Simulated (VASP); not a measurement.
# W (R-3m) in VASP: a series of runs

Runs on W. Level: PBEsol. Tasks: single point.

Everything below comes from runs of VASP 6.6.1. Logs are shortened: lines on timing, memory, paths and dates and some standing lists are left out, and cuts for length are marked.

## Step 1: The cell of the first run

The structure is trigonal, space group R-3m (No. 166). Conventional cell: a = 3.850 Å, b = 3.850 Å, c = 9.431 Å, α = 90.00°, β = 90.00°, γ = 120.00°. Within 2.7 Å of W (site symmetry 3m) lie 4 W at 2.07 to 2.47 Å.

## Step 2: Single point, PBEsol (shortest bond scaled by 0.88)

Input file INCAR:

```
SYSTEM = W
PREC     = Accurate       ! precision mode
ENCUT    = 520            ! plane-wave cutoff, eV
EDIFF    = 1E-6           ! SCF threshold, eV
ISMEAR   = -1             ! smearing method
SIGMA    = 0.05           ! smearing width, eV
LREAL    = .False.        ! projectors in reciprocal space
LASPH    = .True.         ! aspherical terms in the spheres
NELM     = 100            ! most SCF steps
ALGO     = Normal         ! electronic algorithm
ISIF     = 2              ! what is computed and relaxed
LWAVE    = .False.        ! write WAVECAR
LCHARG   = .True.         ! write CHGCAR
GGA      = PS             ! functional
LELF     = .True.         ! ELF
LVHAR    = .True.       
NBANDS   = 21             ! bands
```

Input file KPOINTS:

```
regular mesh
0
Gamma
  10 10 10
  0 0 0
```

Input file POSCAR:

```
W
1.0
    0.0000000000      2.7225927735      2.7225927735
    2.7225927735      0.0000000000      2.7225927735
    2.7225927735      2.7225927735      0.0000000000
W
2
Direct
   -0.1700000000     -0.1100000000     -0.1100000000
    0.1700000000      0.1100000000      0.1100000000
```

Potentials or basis: VASP PAW PBE potentials, release 64 (W_sv).

On the command line:

```
$ cat potpaw_PBE.64/W_sv/POTCAR > POTCAR
$ mpirun -np 1 vasp_std > vasp.out
```

OUTCAR:

```text
SYSTEM = W
   PREC = Accurate
   ENCUT = 520
   EDIFF = 1E-6
   ISMEAR = -1
   LREAL = .False.
   LASPH = .True.
   NELM = 100
   ISIF = 2
   GGA = PS

 ion  position               nearest neighbor table
   1  0.830  0.890  0.890-   2 2.07   2 2.47   2 2.47   2 2.47
   2  0.170  0.110  0.110-   1 2.07   1 2.47   1 2.47   1 2.47

  LATTYP: Found a face centered cubic cell.
 ALAT       =     5.4451855470

  Lattice vectors:

 A1 = (   0.0000000000,   2.7225927735,   2.7225927735)
 A2 = (   2.7225927735,   0.0000000000,   2.7225927735)
 A3 = (   2.7225927735,   2.7225927735,   0.0000000000)

Analysis of symmetry for initial positions (statically):
=====================================================================
 Subroutine PRICEL returns:
 Original cell was already a primitive cell.

 Routine SETGRP: Setting up the symmetry group for a
 face centered cubic supercell.

 Subroutine GETGRP returns: Found 12 space group operations
 (whereof  4 operations were pure point group operations)
 out of a pool of 48 trial point group operations.

The static configuration has the point symmetry C_2h.
 The point group associated with its full space group is D_3d.

Analysis of symmetry for dynamics (positions and initial velocities):
=====================================================================
 Subroutine PRICEL returns:
 Original cell was already a primitive cell.

 Routine SETGRP: Setting up the symmetry group for a
 face centered cubic supercell.

 Subroutine GETGRP returns: Found 12 space group operations
 (whereof  4 operations were pure point group operations)
 out of a pool of 48 trial point group operations.

The dynamic configuration has the point symmetry C_2h.
 The point group associated with its full space group is D_3d.

 Subroutine INISYM returns: Found 12 space group operations
 (whereof  4 operations are pure point group operations),
 and found     1 'primitive' translations

----------------------------------------------------------------------------------------

                                     Primitive cell

  volume of cell :      40.3625

  direct lattice vectors                    reciprocal lattice vectors
     0.000000000  2.722592774  2.722592774    -0.183648471  0.183648471  0.183648471
     2.722592774  0.000000000  2.722592774     0.183648471 -0.183648471  0.183648471
     2.722592774  2.722592774  0.000000000     0.183648471  0.183648471 -0.183648471

  length of vectors
     3.850327625  3.850327625  3.850327625     0.318088482  0.318088482  0.318088482

  position of ions in fractional coordinates (direct lattice)
     0.830000000  0.890000000  0.890000000
     0.170000000  0.110000000  0.110000000

  ion indices of the primitive-cell ions
   primitive index   ion index
                 1           1
                 2           2

----------------------------------------------------------------------------------------

 KPOINTS: regular mesh

Automatic generation of k-mesh.
 Grid dimensions read from file:
 generate k-points for:   10   10   10

 Generating k-lattice:

  Cartesian coordinates                     Fractional coordinates (reciprocal lattice)
    -0.018364847  0.018364847  0.018364847     0.100000000  0.000000000  0.000000000
     0.018364847 -0.018364847  0.018364847     0.000000000  0.100000000  0.000000000
     0.018364847  0.018364847 -0.018364847     0.000000000  0.000000000  0.100000000

  Length of vectors
     0.031808848  0.031808848  0.031808848

  Shift w.r.t. Gamma in fractional coordinates (k-lattice)
     0.000000000  0.000000000  0.000000000

 Subroutine IBZKPT returns following result:
 ===========================================

 Found    116 irreducible k-points:

 Following reciprocal coordinates:
            Coordinates               Weight
  0.000000  0.000000  0.000000      1.000000
  0.100000  0.000000  0.000000      2.000000
  0.000000  0.100000  0.000000      6.000000
  0.200000  0.000000  0.000000      2.000000
  0.000000  0.200000  0.000000      6.000000
  0.300000  0.000000  0.000000      2.000000
[... 16 lines left out ...]
  0.000000  0.500000  0.100000     12.000000
  0.100000  0.000000  0.500000      6.000000
 [... further k-points ...]
   k-points           NKPTS =    116   k-points in BZ     NKDIM =    116   number of bands    NBANDS=     21
   number of dos      NEDOS =    301   number of ions     NIONS =      2
   total plane-waves  NPLWV =  27000
   dimension x,y,z NGX =    30 NGY =   30 NGZ =   30
   dimension x,y,z NGXF=    60 NGYF=   60 NGZF=   60
   ions per type =               2
   NGX,Y,Z   is equivalent  to a cutoff of  12.95, 12.95, 12.95 a.u.
   NGXF,Y,Z  is equivalent  to a cutoff of  25.91, 25.91, 25.91 a.u.
 SYSTEM =  W
   PREC   = accura    normal or accurate (medium, high low for compatibility)
   ISTART =      0    job   : 0-new  1-cont  2-samecut
   ICHARG =      2    charge: 1-file 2-atom 10-const
   ISPIN  =      1    spin polarized calculation?
   LNONCOLLINEAR =      F non collinear calculations
   LSORBIT =      F    spin-orbit coupling
   LASPH  =      T    aspherical Exc in radial PAW
   ENCUT  =  520.0 eV  38.22 Ry    6.18 a.u.   7.16  7.16  7.16*2*pi/ulx,y,z
   NELM   =    100;   NELMIN=  2; NELMDL= -5     # of ELM steps
   EDIFF  = 0.1E-05   stopping-criterion for ELM
   LREAL  =      F    real-space projection
   EDIFFG = 0.1E-04   stopping-criterion for IOM
   NSW    =      0    number of steps for IOM
   IBRION =     -1    ionic relax: 0-MD 1-quasi-New 2-CG
   NFREE  =      0    steps in history (QN), initial steepest desc. (CG)
   ISIF   =      2    stress and relaxation
   ISYM   =      2    0-nonsym 1-usesym 2-fastsym
   POTIM  = 0.5000    time-step for ionic-motion
   TEBEG  =    0.0;   TEEND  =   0.0 temperature during run
   PSTRESS=    0.0 pullay stress
   NELECT =      28.0000    total number of electrons
   NUPDOWN=      -1.0000    fix difference up-down
   EMIN   =  10.00;   EMAX   =-10.00  energy-range for DOS
   EFERMI =   0.00;   METHOD = LEGACY
   ISMEAR =    -1;   SIGMA  =   0.05  broadening in eV -4-tet -1-fermi 0-gaus
   EFERMI_NEDOS =   21; number of points for ismear=-14 and -15
   IALGO  =     38    algorithm
   IMIX   =      4    mixing-type and parameters
     AMIX     =   0.40;   BMIX     =  1.00
     AMIX_MAG =   1.60;   BMIX_MAG =  1.00
  volume/ion in A,a.u.               =      20.18       136.19
  Fermi-wavevector in a.u.,A,eV,Ry     =   1.449222  2.738632 28.575547  2.100243
  Thomas-Fermi vector in A             =   2.566973
   LORBIT       =      0    0 simple, 1 ext, 2 COOP (PROOUT), +10 PAW based schemes
   GGA     = PS    functional components
   LHFCALC =     F    Hartree Fock is set to
   AEXX    =    0.0000 exact exchange contribution
   IVDW    =     0    specifies the selected vdW correction
   LEPSILON=     F    determine dielectric tensor
   LRPA    =     F    only Hartree local field effects (RPA)
 non-spin polarized calculation
  energy-cutoff  :      520.00
  volume of cell :       40.36
 maximum number of plane-waves:      1106
 NGX is ok and might be reduce to    30
   NGX = 15   NGY = 15   NGZ = 15

 number of electron      28.0000002 magnetization

 Free energy of the ion-electron system (eV)
  ---------------------------------------------------
  ext. energy  EPLUGINS =         0.00000000
  ---------------------------------------------------
  free energy    TOTEN  =       -20.53503414 eV

  energy without entropy =      -20.52107820  energy(sigma->0) =      -20.52805617

 E-fermi :   7.2652     XC(G=0): -11.9513

 val. band max:        7.2280421145   @ k =   0.4000   0.1000  -0.4000
 cond. band min:       7.2707431761   @ k =   0.1000   0.0000   0.5000
 fundamental gap:      0.0427010615
 Fermi energy:         7.2651540739

 k-point     1 :       0.0000    0.0000    0.0000
  band No.  band energies     occupation
      1     -66.1680      2.00000
      2     -65.2373      2.00000
      3     -32.3884      2.00000
      4     -30.2954      2.00000
      5     -30.2954      2.00000
      6     -29.7935      2.00000
[... 13 lines left out ...]
     20      18.0288      0.00000
     21      18.3628      0.00000

 k-point     2 :       0.1000    0.0000    0.0000
  band No.  band energies     occupation
      1     -66.1490      2.00000
      2     -65.2582      2.00000
      3     -32.3592      2.00000
      4     -30.3900      2.00000
      5     -30.3900      2.00000
      6     -29.6926      2.00000
[... 13 lines left out ...]
     20      17.5811      0.00000
     21      19.1767      0.00000

 k-point     3 :       0.0000    0.1000    0.0000
  band No.  band energies     occupation
      1     -66.1597      2.00000
      2     -65.2463      2.00000
      3     -32.3850      2.00000
      4     -30.3548      2.00000
      5     -30.3104      2.00000
      6     -29.7791      2.00000
[... 13 lines left out ...]
     20      17.8537      0.00000
     21      18.7200      0.00000

 k-point     4 :       0.2000    0.0000    0.0000
  band No.  band energies     occupation
      1     -66.0944      2.00000
      2     -65.3177      2.00000
      3     -32.2810      2.00000
      4     -30.5579      2.00000
      5     -30.5579      2.00000
      6     -29.5086      2.00000
[... 13 lines left out ...]
     20      17.5992      0.00000
     21      18.7049      0.00000

 k-point     5 :       0.0000    0.2000    0.0000
  band No.  band energies     occupation
      1     -66.1370      2.00000
      2     -65.2707      2.00000
      3     -32.3755      2.00000
      4     -30.4806      2.00000
      5     -30.3463      2.00000
      6     -29.7450      2.00000
[... 13 lines left out ...]
     20      17.4102      0.00000
     21      19.0236      0.00000

 k-point     6 :       0.3000    0.0000    0.0000
  band No.  band energies     occupation
      1     -66.0127      2.00000
      2     -65.4057      2.00000
      3     -32.1810      2.00000
      4     -30.7056      2.00000
      5     -30.7056      2.00000
      6     -29.3408      2.00000
[... 13 lines left out ...]
     20      16.3831      0.00000
     21      18.3416      0.00000

 k-point     7 :       0.0000    0.3000    0.0000
  band No.  band energies     occupation
      1     -66.1072      2.00000
      2     -65.3029      2.00000
      3     -32.3622      2.00000
      4     -30.6095      2.00000
      5     -30.3856      2.00000
      6     -29.7080      2.00000
[... 13 lines left out ...]
     20      16.1447      0.00000
     21      17.3978      0.00000
[... 291 lines left out ...]
      1     -66.0755      2.00000
      2     -65.3370      2.00000
      3     -32.3369      2.00000
      4     -30.7388      2.00000
      5     -30.3702      2.00000
      6     -29.7343      2.00000
[... 13 lines left out ...]
     20      14.6044      0.00000
     21      17.5513      0.00000

 k-point    21 :       0.1000    0.0000    0.4000
  band No.  band energies     occupation
      1     -66.0859      2.00000
      2     -65.3256      2.00000
      3     -32.3662      2.00000
      4     -30.5646      2.00000
      5     -30.5111      2.00000
      6     -29.5760      2.00000
[... 13 lines left out ...]
     20      15.2778      0.00000
     21      16.9117      0.00000

 k-point    22 :       0.5000    0.1000    0.0000
  band No.  band energies     occupation
      1     -65.8875      2.00000
      2     -65.5372      2.00000
      3     -32.0888      2.00000
      4     -30.8490      2.00000
      5     -30.7850      2.00000
      6     -29.2655      2.00000
[... 13 lines left out ...]
     20      14.3765      0.00000
     21      18.2625      0.00000

 k-point    23 :       0.0000    0.5000    0.1000
  band No.  band energies     occupation
      1     -66.0627      2.00000
      2     -65.3506      2.00000
      3     -32.3383      2.00000
      4     -30.7657      2.00000
      5     -30.3934      2.00000
      6     -29.7114      2.00000
[... 13 lines left out ...]
     20      13.4523      0.00000
     21      17.2452      0.00000

 k-point    24 :       0.1000    0.0000    0.5000
  band No.  band energies     occupation
      1     -66.0627      2.00000
      2     -65.3506      2.00000
      3     -32.3445      2.00000
      4     -30.6745      2.00000
      5     -30.5078      2.00000
      6     -29.5810      2.00000
[... 13 lines left out ...]
     20      13.8583      0.00000
     21      16.8137      0.00000

 [... further k-points ...]

------------------------ aborting loop because EDIFF is reached ----------------------------------------

  FORCE on cell =-STRESS in cart. coord.  units (eV):
  Direction    XX          YY          ZZ          XY          YZ          ZX
  --------------------------------------------------------------------------------------
  -------------------------------------------------------------------------------------
  Total        9.5475432      9.5475432      9.5475432     -6.2850572      6.2850572     -6.2850572
  in kB      378.9868639    378.9868639    378.9868639   -249.4834600    249.4834600   -249.4834600
  external PRESSURE =     378.9868639 kB  Pullay stress =       0.0000000 kB

 VOLUME and BASIS-vectors are now :
 -----------------------------------------------------------------------------
  energy-cutoff  :      520.00
  volume of cell :       40.36
      direct lattice vectors                 reciprocal lattice vectors
     0.000000000  2.722592774  2.722592774    -0.183648471  0.183648471  0.183648471
     2.722592774  0.000000000  2.722592774     0.183648471 -0.183648471  0.183648471
     2.722592774  2.722592774  0.000000000     0.183648471  0.183648471 -0.183648471

 POSITION                                       TOTAL-FORCE (eV/Angst)
 -----------------------------------------------------------------------------------
      4.84622      4.68286      4.68286        -4.074777      4.074777      4.074777
      0.59897      0.76233      0.76233         4.074777     -4.074777     -4.074777
 -----------------------------------------------------------------------------------
    total drift:                                0.000000      0.000000      0.000000

  FREE ENERGIE OF THE ION-ELECTRON SYSTEM (eV)
  ---------------------------------------------------
  free  energy   TOTEN  =       -20.5350341410 eV

  energy  without entropy=      -20.5210782024  energy(sigma->0) =      -20.52805617
```

It took 2 min on 1 thread of Intel Xeon Platinum 8488C (Sapphire Rapids), shared host; peak memory 0.22 GiB.

Results:

```
Free energy            : -20.5350 eV
Pressure               : 37.9 GPa
Largest force          : 7.058 eV/Å
Band gap on the k mesh : zero (bands 14 and 15 overlap by 0.98 eV)
```

Forces on the atoms (eV/Å):
```
W   -4.075  4.075  4.075
W    4.075 -4.075 -4.075
```

Stress tensor (GPa, compression positive):
```
 37.90 -24.95 -24.95
-24.95  37.90  24.95
-24.95  24.95  37.90
```

Levels at points of the mesh, in eV from the Fermi level:
```csv
k point,band 11,band 12,band 13,band 14,band 15,band 16,band 17,band 18
"(0.00, 0.00, 0.00)",-2.83,-1.73,-1.73,-0.48,1.31,1.93,1.93,6.11
"(0.50, 0.00, 0.00)",-3.10,-3.10,-2.37,-2.37,0.57,3.01,3.01,6.58
"(0.00, 0.50, 0.00)",-2.38,-1.91,-1.40,-1.34,-0.21,2.70,3.25,4.48
"(0.50, 0.50, 0.00)",-2.72,-1.39,-1.04,-0.83,0.79,1.49,5.26,5.27
```

Caveat: the cell differs from its parent crystal (shortest bond scaled by 0.88); atoms lie so close that the PAW spheres overlap strongly, which falsifies energies and pressures; the cell stands under pressure; the PAW data sets were made with another functional, which shifts forces and pressure a little; spin-orbit coupling is left out, which moves the levels of the heavy elements.

[end of part 1 of 2]
